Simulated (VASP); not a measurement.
# CoPdO2 (R-3m) in VASP: a series of runs

The runs below take CoPdO2 through single point, relaxation of the atoms, with PBE.

Program: VASP 6.6.1. These are calculated values, not measurements. Logs are shortened: lines on timing, memory, paths and dates and some standing lists are left out, and cuts for length are marked.

### 1 The cell of the first run

It takes space group R-3m (No. 166, trigonal). Conventional cell: a = 2.830 Å, b = 2.830 Å, c = 17.743 Å, α = 90.00°, β = 90.00°, γ = 120.00°. Co (site symmetry -3m) has 6 O at 1.90 Å within 2.5 Å. Within 2.6 Å of Pd (site symmetry -3m) lie 2 O at 2.00 Å. O (site symmetry 3m) has 3 Co at 1.90 Å and 1 Pd at 2.00 Å within 2.5 Å.

### 2 Single point, PBE

File INCAR:

```
PREC = Accurate ; ENCUT = 520
EDIFF = 1E-6 ; ISMEAR = 0
SIGMA = 0.05 ; LREAL = False
LASPH = True ; NELM = 100
ALGO = Normal ; ISIF = 2
LWAVE = False ; LCHARG = True
GGA = PE ; LELF = True
LVHAR = True ; NBANDS = 24
```

File KPOINTS:

```
Automatic mesh
0
Gamma
  12 12 12
```

File POSCAR:

```
CoPdO2
1.0
    1.4150000000      0.8169506309      5.9143333333
   -1.4150000000      0.8169506309      5.9143333333
    0.0000000000     -1.6339012618      5.9143333333
Co Pd O
1 1 2
Direct
    0.5000000000      0.5000000000      0.5000000000
    0.0000000000      0.0000000000      0.0000000000
    0.8874844249      0.8874844249      0.8874844249
    0.1125155751      0.1125155751      0.1125155751
```

Potentials or basis: VASP PAW PBE potentials, release 64 (Co, Pd, O).

On the command line:

```console
cat potpaw_PBE.64/Co/POTCAR potpaw_PBE.64/Pd/POTCAR potpaw_PBE.64/O/POTCAR > POTCAR
mpirun -np 1 vasp_std > vasp.out
```

OUTCAR:

```text
PREC = Accurate
   ENCUT = 520
   EDIFF = 1E-6
   ISMEAR = 0
   LREAL = False
   LASPH = True
   NELM = 100
   ISIF = 2
   GGA = PE

 ion  position               nearest neighbor table
   1  0.500  0.500  0.500-   4 1.90   3 1.90   4 1.90   4 1.90   3 1.90   3 1.90
   2  0.000  0.000  0.000-   3 2.00   4 2.00
   3  0.887  0.887  0.887-   1 1.90   1 1.90   1 1.90   2 2.00
   4  0.113  0.113  0.113-   1 1.90   1 1.90   1 1.90   2 2.00

  LATTYP: Found a trigonal (rhomboedric) cell.
 ALAT       =     6.1358758226
 COS(alpha) =     0.8936372024

  Lattice vectors:

 A1 = (   1.4150000000,   0.8169506309,   5.9143333333)
 A2 = (  -1.4150000000,   0.8169506309,   5.9143333333)
 A3 = (   0.0000000000,  -1.6339012618,   5.9143333333)

Analysis of symmetry for initial positions (statically):
=====================================================================
 Subroutine PRICEL returns:
 Original cell was already a primitive cell.

 Routine SETGRP: Setting up the symmetry group for a
 trigonal (rhombohedral) supercell.

 Subroutine GETGRP returns: Found 12 space group operations
 (whereof 12 operations were pure point group operations)
 out of a pool of 12 trial point group operations.

The static configuration has the point symmetry D_3d.

Analysis of symmetry for dynamics (positions and initial velocities):
=====================================================================
 Subroutine PRICEL returns:
 Original cell was already a primitive cell.

 Routine SETGRP: Setting up the symmetry group for a
 trigonal (rhombohedral) supercell.

 Subroutine GETGRP returns: Found 12 space group operations
 (whereof 12 operations were pure point group operations)
 out of a pool of 12 trial point group operations.

The dynamic configuration has the point symmetry D_3d.

 Subroutine INISYM returns: Found 12 space group operations
 (whereof 12 operations are pure point group operations),
 and found     1 'primitive' translations

----------------------------------------------------------------------------------------

                                     Primitive cell

  volume of cell :      41.0213

  direct lattice vectors                    reciprocal lattice vectors
     1.415000000  0.816950631  5.914333333     0.353356890  0.204010696  0.056360255
    -1.415000000  0.816950631  5.914333333    -0.353356890  0.204010696  0.056360255
     0.000000000 -1.633901262  5.914333333     0.000000000 -0.408021392  0.056360255

  length of vectors
     6.135875823  6.135875823  6.135875823     0.411895538  0.411895538  0.411895538

  position of ions in fractional coordinates (direct lattice)
     0.500000000  0.500000000  0.500000000
     0.000000000  0.000000000  0.000000000
     0.887484425  0.887484425  0.887484425
     0.112515575  0.112515575  0.112515575

  ion indices of the primitive-cell ions
   primitive index   ion index
                 1           1
                 2           2
                 3           3
                 4           4

----------------------------------------------------------------------------------------

 KPOINTS: Automatic mesh

Automatic generation of k-mesh.
 Grid dimensions read from file:
 generate k-points for:   12   12   12

 Generating k-lattice:

  Cartesian coordinates                     Fractional coordinates (reciprocal lattice)
     0.029446408  0.017000891  0.004696688     0.083333333  0.000000000  0.000000000
    -0.029446408  0.017000891  0.004696688     0.000000000  0.083333333  0.000000000
     0.000000000 -0.034001783  0.004696688     0.000000000  0.000000000  0.083333333

  Length of vectors
     0.034324628  0.034324628  0.034324628

  Shift w.r.t. Gamma in fractional coordinates (k-lattice)
     0.000000000  0.000000000  0.000000000

 Subroutine IBZKPT returns following result:
 ===========================================

 Found    189 irreducible k-points:

 Following reciprocal coordinates:
            Coordinates               Weight
  0.000000  0.000000  0.000000      1.000000
  0.083333 -0.000000 -0.000000      6.000000
  0.166667 -0.000000 -0.000000      6.000000
  0.250000 -0.000000 -0.000000      6.000000
  0.333333 -0.000000 -0.000000      6.000000
  0.416667 -0.000000 -0.000000      6.000000
[... 16 lines left out ...]
  0.500000  0.166667  0.000000     12.000000
 -0.416667  0.166667  0.000000     12.000000
 [... further k-points ...]
   k-points           NKPTS =    189   k-points in BZ     NKDIM =    189   number of bands    NBANDS=     24
   number of dos      NEDOS =    301   number of ions     NIONS =      4
   total plane-waves  NPLWV = 110592
   dimension x,y,z NGX =    48 NGY =   48 NGZ =   48
   dimension x,y,z NGXF=    96 NGYF=   96 NGZF=   96
   ions per type =               1   1   2
   NGX,Y,Z   is equivalent  to a cutoff of  13.01, 13.01, 13.01 a.u.
   NGXF,Y,Z  is equivalent  to a cutoff of  26.01, 26.01, 26.01 a.u.
 SYSTEM =  unknown system
   PREC   = accura    normal or accurate (medium, high low for compatibility)
   ISTART =      0    job   : 0-new  1-cont  2-samecut
   ICHARG =      2    charge: 1-file 2-atom 10-const
   ISPIN  =      1    spin polarized calculation?
   LNONCOLLINEAR =      F non collinear calculations
   LSORBIT =      F    spin-orbit coupling
   LASPH  =      T    aspherical Exc in radial PAW
   ENCUT  =  520.0 eV  38.22 Ry    6.18 a.u.  11.41 11.41 11.41*2*pi/ulx,y,z
   NELM   =    100;   NELMIN=  2; NELMDL= -5     # of ELM steps
   EDIFF  = 0.1E-05   stopping-criterion for ELM
   LREAL  =      F    real-space projection
   EDIFFG = 0.1E-04   stopping-criterion for IOM
   NSW    =      0    number of steps for IOM
   IBRION =     -1    ionic relax: 0-MD 1-quasi-New 2-CG
   NFREE  =      0    steps in history (QN), initial steepest desc. (CG)
   ISIF   =      2    stress and relaxation
   ISYM   =      2    0-nonsym 1-usesym 2-fastsym
   POTIM  = 0.5000    time-step for ionic-motion
   TEBEG  =    0.0;   TEEND  =   0.0 temperature during run
   PSTRESS=    0.0 pullay stress
   NELECT =      31.0000    total number of electrons
   NUPDOWN=      -1.0000    fix difference up-down
   EMIN   =  10.00;   EMAX   =-10.00  energy-range for DOS
   EFERMI =   0.00;   METHOD = LEGACY
   ISMEAR =     0;   SIGMA  =   0.05  broadening in eV -4-tet -1-fermi 0-gaus
   EFERMI_NEDOS =   21; number of points for ismear=-14 and -15
   IALGO  =     38    algorithm
   IMIX   =      4    mixing-type and parameters
     AMIX     =   0.40;   BMIX     =  1.00
     AMIX_MAG =   1.60;   BMIX_MAG =  1.00
  volume/ion in A,a.u.               =      10.26        69.21
  Fermi-wavevector in a.u.,A,eV,Ry     =   1.491165  2.817893 30.253538  2.223572
  Thomas-Fermi vector in A             =   2.603854
   LORBIT       =      0    0 simple, 1 ext, 2 COOP (PROOUT), +10 PAW based schemes
   GGA     = PE    functional components
   LHFCALC =     F    Hartree Fock is set to
   AEXX    =    0.0000 exact exchange contribution
   IVDW    =     0    specifies the selected vdW correction
   LEPSILON=     F    determine dielectric tensor
   LRPA    =     F    only Hartree local field effects (RPA)
 non-spin polarized calculation
 Gauss-broadening in eV      SIGMA  =   0.05
  energy-cutoff  :      520.00
  volume of cell :       41.02
 maximum number of plane-waves:      1122
 NGX is ok and might be reduce to    48
   NGX = 23   NGY = 23   NGZ = 23

 number of electron      31.0000004 magnetization

 Free energy of the ion-electron system (eV)
  ---------------------------------------------------
  ext. energy  EPLUGINS =         0.00000000
  ---------------------------------------------------
  free energy    TOTEN  =       -25.57209631 eV

  energy without entropy =      -25.56937633  energy(sigma->0) =      -25.57073632

 E-fermi :   8.0287     XC(G=0): -12.4928

 val. band max:        8.0153684323   @ k =  -0.3333   0.0833   0.0000
 cond. band min:       8.0320530064   @ k =   0.4167   0.0833   0.0000
 fundamental gap:      0.0166845741
 Fermi energy:         8.0287280267

 k-point     1 :       0.0000    0.0000    0.0000
  band No.  band energies     occupation
      1     -13.1138      2.00000
      2     -11.1990      2.00000
      3      -0.6916      2.00000
      4       1.7977      2.00000
      5       1.7977      2.00000
      6       2.7853      2.00000
[... 16 lines left out ...]
     23      25.2642      0.00000
     24      25.8984      0.00000

 k-point     2 :       0.0833   -0.0000   -0.0000
  band No.  band energies     occupation
      1     -13.0327      2.00000
      2     -11.1937      2.00000
      3      -0.6005      2.00000
      4       1.5953      2.00000
      5       1.8400      2.00000
      6       2.9256      2.00000
[... 16 lines left out ...]
     23      24.9744      0.00000
     24      25.0983      0.00000

 k-point     3 :       0.1667   -0.0000   -0.0000
  band No.  band energies     occupation
      1     -12.8020      2.00000
      2     -11.1817      2.00000
      3      -0.3486      2.00000
      4       1.2013      2.00000
      5       1.9564      2.00000
      6       3.0755      2.00000
[... 16 lines left out ...]
     23      23.5165      0.00000
     24      23.8946      0.00000

 k-point     4 :       0.2500   -0.0000   -0.0000
  band No.  band energies     occupation
      1     -12.4614      2.00000
      2     -11.1745      2.00000
      3      -0.0047      2.00000
      4       0.8483      2.00000
      5       2.1164      2.00000
      6       2.4312      2.00000
[... 16 lines left out ...]
     23      22.3026      0.00000
     24      22.6767      0.00000

 k-point     5 :       0.3333   -0.0000   -0.0000
  band No.  band energies     occupation
      1     -12.0758      2.00000
      2     -11.1903      2.00000
      3       0.2924      2.00000
      4       0.5634      2.00000
      5       1.8116      2.00000
      6       2.2765      2.00000
[... 451 lines left out ...]
 k-point    22 :       0.4167    0.1667   -0.0000
  band No.  band energies     occupation
      1     -11.9151      2.00000
      2     -11.2161      2.00000
      3       0.3719      2.00000
      4       0.8413      2.00000
      5       1.5896      2.00000
      6       2.2453      2.00000
[... 16 lines left out ...]
     23      21.4180      0.00000
     24      21.7228      0.00000

 k-point    23 :       0.5000    0.1667    0.0000
  band No.  band energies     occupation
      1     -11.6159      2.00000
      2     -11.2577      2.00000
      3       0.4904      2.00000
      4       0.5380      2.00000
      5       1.7061      2.00000
      6       2.2117      2.00000
[... 16 lines left out ...]
     23      21.1540      0.00000
     24      21.5709      0.00000

 k-point    24 :      -0.4167    0.1667    0.0000
  band No.  band energies     occupation
      1     -11.5021      2.00000
      2     -11.2711      2.00000
      3       0.3377      2.00000
      4       0.5786      2.00000
      5       1.7661      2.00000
      6       2.2081      2.00000
[... 16 lines left out ...]
     23      21.2877      0.00000
     24      21.6579      0.00000

 [... further k-points ...]
[... 5 lines left out ...]
  --------------------------------------------------------------------------------------
  -------------------------------------------------------------------------------------
  Total        1.5098575      1.5098575      1.6655843      0.0000000      0.0000000      0.0000000
  in kB       58.9708286     58.9708286     65.0530868      0.0000000      0.0000000      0.0000000
  external PRESSURE =      60.9982480 kB  Pullay stress =       0.0000000 kB

 VOLUME and BASIS-vectors are now :
 -----------------------------------------------------------------------------
  energy-cutoff  :      520.00
  volume of cell :       41.02
      direct lattice vectors                 reciprocal lattice vectors
     1.415000000  0.816950631  5.914333333     0.353356890  0.204010696  0.056360255
    -1.415000000  0.816950631  5.914333333    -0.353356890  0.204010696  0.056360255
     0.000000000 -1.633901262  5.914333333     0.000000000 -0.408021392  0.056360255

 POSITION                                       TOTAL-FORCE (eV/Angst)
 -----------------------------------------------------------------------------------
      0.00000      0.00000      8.87150         0.000000      0.000000     -0.000000
      0.00000      0.00000      0.00000         0.000000      0.000000     -0.000000
      0.00000      0.00000     15.74664         0.000000     -0.000000      0.050064
      0.00000      0.00000      1.99636         0.000000      0.000000     -0.050064
 -----------------------------------------------------------------------------------
    total drift:                               -0.000000     -0.000000      0.000000

  FREE ENERGIE OF THE ION-ELECTRON SYSTEM (eV)
  ---------------------------------------------------
  free  energy   TOTEN  =       -25.5720963133 eV

  energy  without entropy=      -25.5693763325  energy(sigma->0) =      -25.57073632
```

It took 10 min on 1 thread of AMD EPYC 9R45 (Zen 5), shared host; peak memory 0.43 GiB.

Results:

```yaml
Free_energy: -25.5721 eV
Pressure: 6.1 GPa
Largest_force: 0.050 eV/Å
```

Forces on the atoms (eV/Å):
```
Co   0.000  0.000  0.000
Pd   0.000  0.000  0.000
O    0.000  0.000  0.050
O    0.000  0.000 -0.050
```

Caveat: an odd number of electrons without spin polarisation forces a metal; a magnetic or distorted state may lie lower; the run has no spin polarisation, though such a crystal can be magnetic; semilocal functionals often make such compounds metallic where correlation or magnetic order opens a gap, which also shifts bond lengths.

### 3 Relaxation of the atoms, PBE

File INCAR:

```
PREC = Accurate
ENCUT = 520
EDIFF = 1E-6
ISMEAR = 0
SIGMA = 0.05
LREAL = F
LASPH = T
NELM = 100
ALGO = Normal
ISIF = 2
LWAVE = F
LCHARG = F
GGA = PE
IBRION = 2
NSW = 80
EDIFFG = -0.003
```

File KPOINTS:

```
regular mesh
0
Gamma
  12 12 12
```

Changes to POSCAR since step 2:

```diff
@@ -10,3 +10,3 @@
     0.0000000000      0.0000000000      0.0000000000
-    0.8874844249      0.8874844249      0.8874844249
-    0.1125155751      0.1125155751      0.1125155751
+    0.8887000000      0.8887000000      0.8887000000
+    0.1113000000      0.1113000000      0.1113000000
```

Potentials or basis: VASP PAW PBE potentials, release 64 (Co, Pd, O).

On the command line:

```console
cat potpaw_PBE.64/Co/POTCAR potpaw_PBE.64/Pd/POTCAR potpaw_PBE.64/O/POTCAR > POTCAR
mpirun -np 1 vasp_std > vasp.out
```

Wall time 14 min (1 thread of AMD EPYC 9R45 (Zen 5), shared host); peak memory 0.42 GiB.

The run converged. Its results:

```
Free energy               : -25.5722 eV
Energy gained by relaxing : 2.7 meV/atom
Ionic steps               : 3
Pressure after relaxing   : 6.0 GPa
```

Stress tensor (GPa, compression positive):
```
5.76 0.00 0.00
0.00 5.76 0.00
0.00 0.00 6.59
```

Step by step:
```csv
step,energy change (eV),largest force (eV/Å),pressure (GPa)
1,0.0000,0.5395,5.54
2,-0.0096,0.1700,6.25
3,-0.0106,0.0003,6.04
```

Final structure:
```cif
data_structure
_symmetry_space_group_name_H-M 'P 1'
_symmetry_Int_Tables_number 1
_cell_length_a 6.1359
_cell_length_b 6.1359
_cell_length_c 6.1359
_cell_angle_alpha 26.666
_cell_angle_beta 26.666
_cell_angle_gamma 26.666
_cell_volume 41.02
loop_
_atom_site_label
_atom_site_type_symbol
_atom_site_fract_x
_atom_site_fract_y
_atom_site_fract_z
_atom_site_occupancy
Co1 Co 0.50000 0.50000 0.50000 1
Pd1 Pd 0.00000 0.00000 0.00000 1
O1 O 0.88759 0.88759 0.88759 1
O2 O 0.11241 0.11241 0.11241 1
```

Levels at points of the mesh, in eV from the Fermi level:
```csv
k point,band 13,band 14,band 15,band 16,band 17,band 18,band 19
"(0.00, 0.00, 0.00)",-1.83,-1.57,-1.57,-1.11,2.02,2.02,2.89
"(0.50, 0.00, 0.00)",-1.11,-0.84,-0.47,0.71,1.27,1.60,3.39
"(0.50, 0.50, 0.00)",-1.11,-0.90,-0.47,0.08,1.91,2.01,3.40
"(0.50, 0.50, 0.50)",-1.70,-0.89,-0.89,-0.62,1.72,1.72,4.07
```

Caveat: an odd number of electrons without spin polarisation forces a metal; a magnetic or distorted state may lie lower; the run has no spin polarisation, though such a crystal can be magnetic; semilocal functionals often make such compounds metallic where correlation or magnetic order opens a gap, which also shifts bond lengths. Spin polarisation is off, so any magnetic state and its effect on volume and gap are missing.
